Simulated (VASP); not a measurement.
Input of a VASP 6.6.1 run:

The input INCAR:

```
ALGO     = Normal         # electronic algorithm
EDIFF    = 1E-6           # SCF threshold, eV
EDIFFG   = -0.005         # ionic threshold
ENCUT    = 600            # plane-wave cutoff, eV
GGA      = PE             # functional
IBRION   = 2              # ionic algorithm
ISIF     = 3              # what is computed and relaxed
ISMEAR   = -1             # smearing method
LASPH    = True           # aspherical terms in the spheres
LCHARG   = False          # write CHGCAR
LREAL    = False          # projectors in reciprocal space
LWAVE    = False          # write WAVECAR
NELM     = 100            # most SCF steps
NSW      = 32             # ionic steps
PREC     = Accurate       # precision mode
PSTRESS  = 170.0        
SIGMA    = 0.05           # smearing width, eV
```

The input KPOINTS:

```
k-points
0
Gamma
  14 14 8
```

POSCAR

```
Te
1.0
    3.4447090098      0.0000000000      0.0000000000
   -1.7223545049      2.9832055111      0.0000000000
    0.0000000000      0.0000000000      4.6333231209
Te
2
Direct
    0.3333333333      0.6666666667      0.2500000000
    0.6666666667      0.3333333333      0.7500000000
```

Potentials or basis: VASP PAW PBE potentials, release 64 (Te).

Command:

```bash
$ cat potpaw_PBE.64/Te/POTCAR > POTCAR
$ mpirun -np 1 vasp_std > vasp.out
```

Predict the relaxed volume.

23.79 Å³/atom.

What does it give for the band gap on the k mesh?

Zero (bands 6 and 7 overlap by 4.69 eV).

Predict the space group after relaxing (to 0.1 Å).

P6_3/mmc (No. 194).

Estimate the relaxed cell.

a = 3.443 Å, b = 3.443 Å, c = 4.634 Å, α = 90.00°, β = 90.00°, γ = 120.00°.

Step by step:
| step | energy change (eV) | largest force (eV/Å) | pressure (GPa) | volume (Å³) |
| --- | --- | --- | --- | --- |
| 1 | 0.0000 | 0.0000 | 16.90 | 47.61 |
| 2 | 0.0107 | 0.0000 | 17.15 | 47.51 |
| 3 | 0.0046 | 0.0000 | 17.02 | 47.57 |
| 4 | 0.0042 | 0.0000 | 17.01 | 47.57 |
| 5 | 0.0040 | 0.0000 | 17.00 | 47.58 |
| 6 | 0.0041 | 0.0000 | 17.00 | 47.57 |
| 7 | 0.0045 | 0.0000 | 17.00 | 47.57 |

Caveat: the cell is relaxed towards a set pressure, so the run minimises the enthalpy, not the energy; spin-orbit coupling is left out, which moves the levels of the heavy elements.
